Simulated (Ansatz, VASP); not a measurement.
**SnSe: VASP beside Ansatz**

The input INCAR:

```
PREC = Accurate ; ENCUT = 520
EDIFF = 1E-7 ; ISMEAR = 0
SIGMA = 0.05 ; LREAL = F
LASPH = T ; NELM = 100
ALGO = Normal ; ISIF = 2
LWAVE = F ; LCHARG = T
LELF = T ; LVHAR = T
NBANDS = 28
```

Contents of KPOINTS:

```
Automatic mesh
0
Gamma
  6 6 4
```

The input POSCAR:

```
SnSe
1.0
    4.2853274191      0.0000000000      0.0000000000
    0.0000000000      4.2853274191      0.0000000000
    0.0000000000      0.0000000000     10.9906921300
Sn Se
2 2
Direct
    0.5000000000      0.0000000000      0.3766286820
    0.0000000000      0.5000000000      0.6233713180
    0.5000000000      0.0000000000      0.6205887940
    0.0000000000      0.5000000000      0.3794112060
```

Input for Ansatz:

```yaml
crystal:
  lattice:
    - [4.2853274191, 0.0, 0.0]
    - [0.0, 4.2853274191, 0.0]
    - [0.0, 0.0, 10.99069213]
  atoms:
    - { symbol: Sn, position: [0.5, 0.0, 0.376628682] }
    - { symbol: Sn, position: [0.0, 0.5, 0.623371318] }
    - { symbol: Se, position: [0.5, 0.0, 0.620588794] }
    - { symbol: Se, position: [0.0, 0.5, 0.379411206] }
basis:
  ecutwfc: 420
kpoints:
  mp_grid: { grid: [6, 6, 4] }
hamiltonian:
  xc: lda
scf:
  occupations: { method: gaussian, width: 0.05 }
output:
  forces: true
  stress: true
  eigenvalues: true
  write_density: true
  write_potential: true
  elf: true
  volumetric_format: npy
```

Change from the starting cell: mode 8 (56.1 1/cm) frozen in, largest displacement +0.050 Å.

Alike in both runs: task single point; functional LDA; k mesh 6 × 6 × 4; occupations gaussian, width 0.05 eV; no spin polarisation.

|  | VASP | Ansatz |
| --- | --- | --- |
| version | VASP 6.6.1 | Ansatz 0.2.0 |
| potentials or method | VASP PAW LDA potentials, release 64 (Sn_d, Se), cutoff 520 eV | scalar-relativistic, plane waves, PAW |
| valence electrons in the cell | 40 | 60 |

Ansatz gave:

- gap on the k mesh at the Fermi level (eV): 1.49
- least direct gap on the mesh (eV): 1.49
- rms of the force components (eV/Å): 0.080

Task: Estimate VASP's values.

Result: gap on the k mesh at the Fermi level (eV): 1.48; least direct gap on the mesh (eV): 1.48; rms of the force components (eV/Å): 0.068.

LDA's correlation is that of Perdew and Zunger in VASP and of Perdew and Wang (1992) in Ansatz. Atom by atom the forces differ by 0.013 eV/Å (rms over components). VASP's potentials hold 40 valence electrons a cell and Ansatz's 60, so a difference there can come from the potentials and not from the codes. Ansatz's warnings: xc potential rough in thin density.
